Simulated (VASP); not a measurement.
# BaF2 (Fm-3m) in VASP: notebook

BaF2 is run at these levels: HSE06, PBE; tasks: single point.

All numbers are computed with VASP 6.6.1; they aren't measurements. Logs are shortened: lines on timing, memory, paths and dates and some standing lists are left out, and cuts for length are marked.

## Step 1: The cell of the first run

It takes space group Fm-3m (No. 225, cubic). The conventional cell has a = 6.194 Å, b = 6.194 Å, c = 6.194 Å, α = 90.00°, β = 90.00°, γ = 90.00°. Within 3.5 Å of Ba (site symmetry m-3m) lie 8 F at 2.68 Å. Within 3.5 Å of F (site symmetry -43m) lie 4 Ba at 2.68 Å and 6 F at 3.10 Å.

## Step 2: Single point, HSE06

POSCAR

```
BaF2
1.0
    0.0000000000      3.0971637718      3.0971637718
    3.0971637718      0.0000000000      3.0971637718
    3.0971637718      3.0971637718      0.0000000000
Ba F
1 2
Direct
    0.0000000000      0.0000000000      0.0000000000
    0.2500000000      0.2500000000      0.2500000000
    0.7500000000      0.7500000000      0.7500000000
```

INCAR.step1

```
PREC     = Accurate       # precision mode
ENCUT    = 520            # plane-wave cutoff, eV
EDIFF    = 1E-5           # SCF threshold, eV
ISMEAR   = 0              # smearing method
SIGMA    = 0.01           # smearing width, eV
LREAL    = F              # projectors in reciprocal space
LASPH    = T              # aspherical terms in the spheres
NELM     = 120            # most SCF steps
ALGO     = Normal         # electronic algorithm
ISIF     = 2              # what is computed and relaxed
LWAVE    = T              # write WAVECAR
GGA      = PE             # functional
NBANDS   = 19             # bands
GGA_COMPAT= F            
KPAR     = 4
```

INCAR.step2

```
PREC     = Accurate       # precision mode
ENCUT    = 520            # plane-wave cutoff, eV
EDIFF    = 1E-6           # SCF threshold, eV
ISMEAR   = 0              # smearing method
SIGMA    = 0.01           # smearing width, eV
LREAL    = F              # projectors in reciprocal space
LASPH    = T              # aspherical terms in the spheres
NELM     = 120            # most SCF steps
ALGO     = Normal         # electronic algorithm
ISIF     = 2              # what is computed and relaxed
LWAVE    = F              # write WAVECAR
LCHARG   = T              # write CHGCAR
GGA      = PE             # functional
LHFCALC  = T              # exact exchange
HFSCREEN = 0.2079         # screening, 1/A
PRECFOCK = Normal       
LVHAR    = T            
ISTART   = 1            
NBANDS   = 19             # bands
GGA_COMPAT= F            
KPAR     = 4
```

KPOINTS

```
regular mesh
0
Gamma
  6 6 6
```

Potentials or basis: VASP PAW PBE potentials, release 64 (Ba_sv, F).

The run is started by

```sh
> cat potpaw_PBE.64/Ba_sv/POTCAR potpaw_PBE.64/F/POTCAR > POTCAR
> cp INCAR.step1 INCAR
> mpirun -np 4 vasp_std > vasp.out
> cp INCAR.step2 INCAR
> mpirun -np 4 vasp_std > vasp.out
```

OUTCAR:

```text
PREC = Accurate
   ENCUT = 520
   EDIFF = 1E-6
   ISMEAR = 0
   LREAL = F
   LASPH = T
   NELM = 120
   ISIF = 2
   GGA = PE
   LHFCALC = T
   HFSCREEN = 0.2079
   PRECFOCK = Normal
   ISTART = 1

 ion  position               nearest neighbor table
   1  0.000  0.000  0.000-   3 2.68   3 2.68   3 2.68   2 2.68   3 2.68   2 2.68   2 2.68   2 2.68

   2  0.250  0.250  0.250-   1 2.68   1 2.68   1 2.68   1 2.68
   3  0.750  0.750  0.750-   1 2.68   1 2.68   1 2.68   1 2.68

  LATTYP: Found a face centered cubic cell.
 ALAT       =     6.1943275436

  Lattice vectors:

 A1 = (   0.0000000000,   3.0971637718,   3.0971637718)
 A2 = (   3.0971637718,   0.0000000000,   3.0971637718)
 A3 = (   3.0971637718,   3.0971637718,   0.0000000000)

Analysis of symmetry for initial positions (statically):
=====================================================================
 Subroutine PRICEL returns:
 Original cell was already a primitive cell.

 Routine SETGRP: Setting up the symmetry group for a
 face centered cubic supercell.

 Subroutine GETGRP returns: Found 48 space group operations
 (whereof 48 operations were pure point group operations)
 out of a pool of 48 trial point group operations.

The static configuration has the point symmetry O_h .

Analysis of symmetry for dynamics (positions and initial velocities):
=====================================================================
 Subroutine PRICEL returns:
 Original cell was already a primitive cell.

 Routine SETGRP: Setting up the symmetry group for a
 face centered cubic supercell.

 Subroutine GETGRP returns: Found 48 space group operations
 (whereof 48 operations were pure point group operations)
 out of a pool of 48 trial point group operations.

The dynamic configuration has the point symmetry O_h .

 Subroutine INISYM returns: Found 48 space group operations
 (whereof 48 operations are pure point group operations),
 and found     1 'primitive' translations

----------------------------------------------------------------------------------------

                                     Primitive cell
[... 84 lines left out ...]
   EDIFF  = 0.1E-05   stopping-criterion for ELM
   LREAL  =      F    real-space projection
   EDIFFG = 0.1E-04   stopping-criterion for IOM
   NSW    =      0    number of steps for IOM
   IBRION =     -1    ionic relax: 0-MD 1-quasi-New 2-CG
   NFREE  =      0    steps in history (QN), initial steepest desc. (CG)
   ISIF   =      2    stress and relaxation
   ISYM   =      3    0-nonsym 1-usesym 2-fastsym
   POTIM  = 0.5000    time-step for ionic-motion
   TEBEG  =    0.0;   TEEND  =   0.0 temperature during run
   PSTRESS=    0.0 pullay stress
   NELECT =      24.0000    total number of electrons
   NUPDOWN=      -1.0000    fix difference up-down
   EMIN   =  10.00;   EMAX   =-10.00  energy-range for DOS
   EFERMI =   0.00;   METHOD = LEGACY
   ISMEAR =     0;   SIGMA  =   0.01  broadening in eV -4-tet -1-fermi 0-gaus
   EFERMI_NEDOS =   21; number of points for ismear=-14 and -15
   IALGO  =     38    algorithm
   IMIX   =      1    mixing-type and parameters
     AMIX     =   0.40;   BMIX     =  1.00
     AMIX_MAG =   1.60;   BMIX_MAG =  1.00
  volume/ion in A,a.u.               =      19.81       133.66
  Fermi-wavevector in a.u.,A,eV,Ry     =   1.210146  2.286844 19.925095  1.464453
  Thomas-Fermi vector in A             =   2.345702
   LORBIT       =      0    0 simple, 1 ext, 2 COOP (PROOUT), +10 PAW based schemes
   GGA     = PE    functional components
   LHFCALC =     T    Hartree Fock is set to
   PRECFOCK=normal    Normal, Fast or Accurate (Low or Medium for compatibility)
   ENCUT4O =  -1.0   cutoff for four orbital integrals eV
   NKREDX  =     1    reduce k-point grid by
   NKREDY  =     1    reduce k-point grid by
   NKREDZ  =     1    reduce k-point grid by
   AEXX    =    0.2500 exact exchange contribution
   HFSCREEN=    0.2079 screening length (either q_TF or 0.3 A-1)
   HFSCREENC=   0.2079 screening length for correlation (either q_TF or 0.3 A-1)
   ENCUTFOCK=  -1.0 apply spherical cutoff to Coloumb kernel
   IVDW    =     0    specifies the selected vdW correction
   LEPSILON=     F    determine dielectric tensor
   LRPA    =     F    only Hartree local field effects (RPA)
 non-spin polarized calculation
 Gauss-broadening in eV      SIGMA  =   0.01
  energy-cutoff  :      520.00
  volume of cell :       59.42
 maximum number of plane-waves:      1639
 NGX is ok and might be reduce to    36
  NGX = 28; NGY = 28; NGZ = 28

 number of electron      24.0000001 magnetization

 Free energy of the ion-electron system (eV)
  ---------------------------------------------------
  ext. energy  EPLUGINS =         0.00000000
  ---------------------------------------------------
  free energy    TOTEN  =       -20.37461889 eV

  energy without entropy =      -20.37461889  energy(sigma->0) =      -20.37461889

 E-fermi :  -3.5564     XC(G=0):  -7.1947

 val. band max:       -3.6303315286   @ k =  -0.1667   0.1667   0.0000
 cond. band min:       5.0883756124   @ k =   0.0000   0.0000   0.0000
 fundamental gap:      8.7187071409
 Fermi energy:        -3.5564492334

 k-point     1 :       0.0000    0.0000    0.0000
  band No.  band energies     occupation
      1     -27.6758      2.00000
      2     -24.1499      2.00000
      3     -23.9900      2.00000
      4     -11.3622      2.00000
      5     -11.3622      2.00000
      6     -11.3622      2.00000
[... 329 lines left out ...]
      6     -11.3360      2.00000
[... 11 lines left out ...]
     18      13.0877      0.00000
     19      13.4221      0.00000

------------------------ aborting loop because EDIFF is reached ----------------------------------------

  FORCE on cell =-STRESS in cart. coord.  units (eV):
  Direction    XX          YY          ZZ          XY          YZ          ZX
  --------------------------------------------------------------------------------------
  -------------------------------------------------------------------------------------
  Total        0.5161997      0.5161997      0.5161997      0.0000000      0.0000000     -0.0000000
  in kB       13.9189298     13.9189298     13.9189298      0.0000000      0.0000000     -0.0000000
  external PRESSURE =      13.9189298 kB  Pullay stress =       0.0000000 kB

 VOLUME and BASIS-vectors are now :
 -----------------------------------------------------------------------------
  energy-cutoff  :      520.00
  volume of cell :       59.42
      direct lattice vectors                 reciprocal lattice vectors
     0.000000000  3.097163772  3.097163772    -0.161438024  0.161438024  0.161438024
     3.097163772  0.000000000  3.097163772     0.161438024 -0.161438024  0.161438024
     3.097163772  3.097163772  0.000000000     0.161438024  0.161438024 -0.161438024

 POSITION                                       TOTAL-FORCE (eV/Angst)
 -----------------------------------------------------------------------------------
      0.00000      0.00000      0.00000        -0.000000     -0.000000      0.000000
      1.54858      1.54858      1.54858         0.000000      0.000000     -0.000000
      4.64575      4.64575      4.64575         0.000000      0.000000      0.000000
 -----------------------------------------------------------------------------------
    total drift:                                0.000001      0.000001      0.000001

  FREE ENERGIE OF THE ION-ELECTRON SYSTEM (eV)
  ---------------------------------------------------
  free  energy   TOTEN  =       -20.3746188935 eV

  energy  without entropy=      -20.3746188935  energy(sigma->0) =      -20.37461889
```

Run time: 27 min. Hardware: 4 MPI ranks of AMD EPYC 7R13 (Zen 3), shared host; peak memory 0.3 GiB.

What came out:

* Free energy: -20.3746 eV
* Pressure: 1.4 GPa
* Band gap on the k mesh: 8.72 eV, indirect (least direct gap 8.79 eV)

Caveat: the PAW data sets were made with another functional, which shifts forces and pressure a little; spin-orbit coupling is left out, which moves the levels of the heavy elements. A k mesh can miss the band edges.

## Step 3: Single point, PBE

INCAR

```
PREC = Accurate ; ENCUT = 600
EDIFF = 1E-6 ; ISMEAR = 0
SIGMA = 0.01 ; LREAL = F
LASPH = T ; NELM = 120
ALGO = Normal ; ISIF = 2
LWAVE = F ; LCHARG = F
GGA = PE ; NBANDS = 19
GGA_COMPAT = F
```

KPOINTS

```
Automatic mesh
0
Gamma
  6 6 6
```

POSCAR is that of step 2.

Potentials or basis: VASP PAW PBE potentials, release 64 (Ba_sv, F).

The run is started by

```sh
> cat potpaw_PBE.64/Ba_sv/POTCAR potpaw_PBE.64/F/POTCAR > POTCAR
> mpirun -np 1 vasp_std > vasp.out
```

OUTCAR:

```text
PREC = Accurate
   ENCUT = 600
   EDIFF = 1E-6
   ISMEAR = 0
   LREAL = F
   LASPH = T
   NELM = 120
   ISIF = 2
   GGA = PE

 ion  position               nearest neighbor table
   1  0.000  0.000  0.000-   3 2.68   3 2.68   3 2.68   2 2.68   3 2.68   2 2.68   2 2.68   2 2.68

   2  0.250  0.250  0.250-   1 2.68   1 2.68   1 2.68   1 2.68
   3  0.750  0.750  0.750-   1 2.68   1 2.68   1 2.68   1 2.68

  LATTYP: Found a face centered cubic cell.
 ALAT       =     6.1943275436

  Lattice vectors:

 A1 = (   0.0000000000,   3.0971637718,   3.0971637718)
 A2 = (   3.0971637718,   0.0000000000,   3.0971637718)
 A3 = (   3.0971637718,   3.0971637718,   0.0000000000)

Analysis of symmetry for initial positions (statically):
=====================================================================
 Subroutine PRICEL returns:
 Original cell was already a primitive cell.

 Routine SETGRP: Setting up the symmetry group for a
 face centered cubic supercell.

 Subroutine GETGRP returns: Found 48 space group operations
 (whereof 48 operations were pure point group operations)
 out of a pool of 48 trial point group operations.

The static configuration has the point symmetry O_h .

Analysis of symmetry for dynamics (positions and initial velocities):
=====================================================================
 Subroutine PRICEL returns:
 Original cell was already a primitive cell.

 Routine SETGRP: Setting up the symmetry group for a
 face centered cubic supercell.

 Subroutine GETGRP returns: Found 48 space group operations
 (whereof 48 operations were pure point group operations)
 out of a pool of 48 trial point group operations.

The dynamic configuration has the point symmetry O_h .

[... 104 lines left out ...]
   EMIN   =  10.00;   EMAX   =-10.00  energy-range for DOS
   EFERMI =   0.00;   METHOD = LEGACY
   ISMEAR =     0;   SIGMA  =   0.01  broadening in eV -4-tet -1-fermi 0-gaus
   EFERMI_NEDOS =   21; number of points for ismear=-14 and -15
   IALGO  =     38    algorithm
   IMIX   =      4    mixing-type and parameters
     AMIX     =   0.40;   BMIX     =  1.00
     AMIX_MAG =   1.60;   BMIX_MAG =  1.00
  volume/ion in A,a.u.               =      19.81       133.66
  Fermi-wavevector in a.u.,A,eV,Ry     =   1.210146  2.286844 19.925095  1.464453
  Thomas-Fermi vector in A             =   2.345702
   LORBIT       =      0    0 simple, 1 ext, 2 COOP (PROOUT), +10 PAW based schemes
   GGA     = PE    functional components
   LHFCALC =     F    Hartree Fock is set to
   AEXX    =    0.0000 exact exchange contribution
   IVDW    =     0    specifies the selected vdW correction
   LEPSILON=     F    determine dielectric tensor
   LRPA    =     F    only Hartree local field effects (RPA)
 non-spin polarized calculation
 Gauss-broadening in eV      SIGMA  =   0.01
  energy-cutoff  :      600.00
  volume of cell :       59.42
 maximum number of plane-waves:      2012
   NGX = 17   NGY = 17   NGZ = 17

 number of electron      24.0000001 magnetization

 Free energy of the ion-electron system (eV)
  ---------------------------------------------------
  ext. energy  EPLUGINS =         0.00000000
  ---------------------------------------------------
  free energy    TOTEN  =       -17.11004737 eV

  energy without entropy =      -17.11004737  energy(sigma->0) =      -17.11004737

 E-fermi :  -1.9901     XC(G=0):  -8.7135

 val. band max:       -2.0741037083   @ k =  -0.1667   0.1667   0.0000
 cond. band min:       4.7152189721   @ k =   0.0000   0.0000   0.0000
 fundamental gap:      6.7893226804
 Fermi energy:        -1.9901106821

 k-point     1 :       0.0000    0.0000    0.0000
  band No.  band energies     occupation
      1     -25.1532      2.00000
      2     -20.9984      2.00000
      3     -20.9462      2.00000
      4      -9.9866      2.00000
      5      -9.9866      2.00000
      6      -9.9866      2.00000
[... 329 lines left out ...]
      6      -9.9624      2.00000
[... 11 lines left out ...]
     18      12.4106      0.00000
     19      12.6746      0.00000

------------------------ aborting loop because EDIFF is reached ----------------------------------------

  FORCE on cell =-STRESS in cart. coord.  units (eV):
  Direction    XX          YY          ZZ          XY          YZ          ZX
  --------------------------------------------------------------------------------------
  -------------------------------------------------------------------------------------
  Total        0.9119656      0.9119656      0.9119656      0.0000000     -0.0000000      0.0000000
  in kB       24.5904540     24.5904540     24.5904540      0.0000000     -0.0000000      0.0000000
  external PRESSURE =      24.5904540 kB  Pullay stress =       0.0000000 kB

 VOLUME and BASIS-vectors are now :
 -----------------------------------------------------------------------------
  energy-cutoff  :      600.00
  volume of cell :       59.42
      direct lattice vectors                 reciprocal lattice vectors
     0.000000000  3.097163772  3.097163772    -0.161438024  0.161438024  0.161438024
     3.097163772  0.000000000  3.097163772     0.161438024 -0.161438024  0.161438024
     3.097163772  3.097163772  0.000000000     0.161438024  0.161438024 -0.161438024

 POSITION                                       TOTAL-FORCE (eV/Angst)
 -----------------------------------------------------------------------------------
      0.00000      0.00000      0.00000        -0.000000      0.000000     -0.000000
      1.54858      1.54858      1.54858         0.000000     -0.000000     -0.000000
      4.64575      4.64575      4.64575        -0.000000      0.000000      0.000000
 -----------------------------------------------------------------------------------
    total drift:                                0.000000      0.000000      0.000000

  FREE ENERGIE OF THE ION-ELECTRON SYSTEM (eV)
  ---------------------------------------------------
  free  energy   TOTEN  =       -17.1100473670 eV

  energy  without entropy=      -17.1100473670  energy(sigma->0) =      -17.11004737
```

stdout:

```text
POSCAR found type information on POSCAR BaF
 POSCAR found :  2 types and       3 ions
 scaLAPACK will be used
 LDA part: xc-table for (Slater+PW92), standard interpolation
 POSCAR, INCAR and KPOINTS ok, starting setup
 FFT: planning ... GRIDC
 FFT: planning ... GRID_SOFT
 FFT: planning ... GRID
 WAVECAR not read
 entering main loop
```

Run time: 27 s. Hardware: 1 thread of Intel Xeon Platinum 8259CL at 2.50GHz (Skylake/Cascade Lake), shared host; peak memory 0.2 GiB.

Results:

- Free energy: -17.1100 eV
- Pressure: 2.5 GPa
- Band gap on the k mesh: 6.79 eV, indirect (least direct gap 6.86 eV)

Caveat: spin-orbit coupling is left out, which moves the levels of the heavy elements. A k mesh can miss the band edges.

## Step 4: Single point, PBE

INCAR

```
SYSTEM = BaF2
PREC = Accurate
ENCUT = 600
EDIFF = 1E-6
ISMEAR = 0
SIGMA = 0.01
LREAL = .False.
LASPH = .True.
NELM = 120
ALGO = Normal
ISIF = 2
LWAVE = .False.
LCHARG = .True.
GGA = PE
LELF = .True.
LVHAR = .True.
NBANDS = 19
GGA_COMPAT = .False.
```

KPOINTS

```
regular mesh
0
Gamma
  6 6 6
  0 0 0
```

POSCAR is that of step 3.

The run is started by

```sh
> cat potpaw_PBE.64/Ba_sv/POTCAR potpaw_PBE.64/F/POTCAR > POTCAR
> mpirun -np 1 vasp_std > vasp.out
```

Run time: 27 s. Hardware: 1 thread of Intel Xeon Platinum 8259CL at 2.50GHz (Skylake/Cascade Lake), shared host; peak memory 0.21 GiB.

Results (log left out):

| Property | Result |
| --- | --- |
| Free energy | -17.1100 eV |
| Pressure | 2.5 GPa |
| Band gap on the k mesh | 6.79 eV, indirect (least direct gap 6.86 eV) |

Levels at points of the mesh, in eV from the valence-band top:
| k point | band 8 | band 9 | band 10 | band 11 | band 12 | band 13 | band 14 | band 15 | band 16 | band 17 |
| --- | --- | --- | --- | --- | --- | --- | --- | --- | --- | --- |
| (0.00, 0.00, 0.00) | -1.49 | -1.49 | -0.07 | -0.07 | -0.07 | 6.79 | 9.20 | 9.20 | 11.42 | 11.42 |
| (0.50, 0.00, 0.00) | -1.08 | -0.66 | -0.34 | -0.15 | -0.15 | 9.13 | 9.20 | 9.20 | 9.81 | 11.61 |
| (0.50, 0.50, 0.00) | -0.35 | -0.35 | -0.32 | -0.32 | -0.12 | 7.26 | 9.03 | 10.69 | 11.98 | 11.98 |

Caveat: spin-orbit coupling is left out, which moves the levels of the heavy elements.
